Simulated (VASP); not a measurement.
# Mo: single point with PBE

Mo:

```
Mo
1.0
     2.39357    0.00000    0.00000
    -1.19678    2.07289    0.00000
     0.00000    0.00000    2.20065
Mo
1
Direct
  0.00000 0.00000 0.00000
```

This cell differs from its parent crystal: volume scaled by 0.65.

```json
{"Program": "VASP 6.6.1", "Task": "single point", "Functional": "PBE", "Potentials or basis": "VASP PAW PBE potentials, release 64 (Mo_sv)", "Cutoff": "520 eV", "k mesh": "18 × 18 × 16", "Occupations": "fermi-dirac, width 0.08 eV", "Spin": "no spin polarisation", "Dipole correction": "no", "Further INCAR settings": "ALGO = Normal; EDIFF = 1e-06; NBANDS = 13"}
```

- Pressure: 217.9 GPa
- Band gap on the k mesh: zero (band 7 reaches 20.85 eV, above the bottom of band 8 at 16.99 eV)

Stress tensor (GPa, compression positive):
```
216.96   0.00   0.00
  0.00 216.96   0.00
  0.00   0.00 219.66
```

Levels at points of the mesh, in eV from the Fermi level:
```tsv
k point	band 3	band 4	band 5	band 6	band 7	band 8	band 9	band 10	band 11	band 12
(0.00, 0.00, 0.00)	-33.43	-32.97	-7.63	-6.98	-2.01	-2.01	7.31	7.31	12.67	20.47
(0.50, 0.00, 0.00)	-34.42	-32.44	-8.03	-4.32	1.53	3.03	6.04	7.37	16.50	17.30
(0.00, 0.00, 0.50)	-32.85	-32.85	-3.97	-0.39	-0.39	0.80	0.80	1.11	16.89	18.01
(0.50, 0.00, 0.50)	-36.77	-33.76	-9.43	-5.47	-1.47	7.49	8.16	10.80	12.53	22.85
```

Wall time 12 s on 1 thread of Intel(R) Xeon(R) 6975P-C (Granite Rapids), with other jobs on the host, peak memory 0.15 GiB.
